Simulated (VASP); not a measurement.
Crystal: GaN.

```xyz
4
Lattice="3.1831 0.0000 0.0000 -1.5916 2.7567 0.0000 0.0000 0.0000 5.1836" Properties=species:S:1:pos:R:3 pbc="T T T"
Ga    0.0000    1.8378   -0.0046
Ga    1.5916    0.9189    2.5872
N     0.0000    1.8378    1.9485
N     1.5916    0.9189    4.5403
```

Base run:

* Program: VASP 6.6.1
* Functional: PBE
* Potentials or basis: VASP PAW PBE potentials, release 64 (Ga_d, N)
* Cutoff: 600 eV
* k mesh: 9 × 9 × 4
* Occupations: gaussian, width 0.01 eV
* Spin: no spin polarisation

Its results: band gap on the k mesh 1.94 eV, direct; pressure 6.1 GPa.

Task: The run is repeated on the same cell with these changes: functional from PBE to r2SCAN; cutoff from 600 eV to 660 eV. What comes out?

Result: Band gap on the k mesh 2.34 eV, direct; pressure 1.1 GPa.

r2SCAN gives the wider gap, since meta-GGAs in the generalised Kohn-Sham scheme recover part of the derivative discontinuity.

Caveats: the PAW data sets were made with another functional, which shifts forces and pressure a little (some runs).

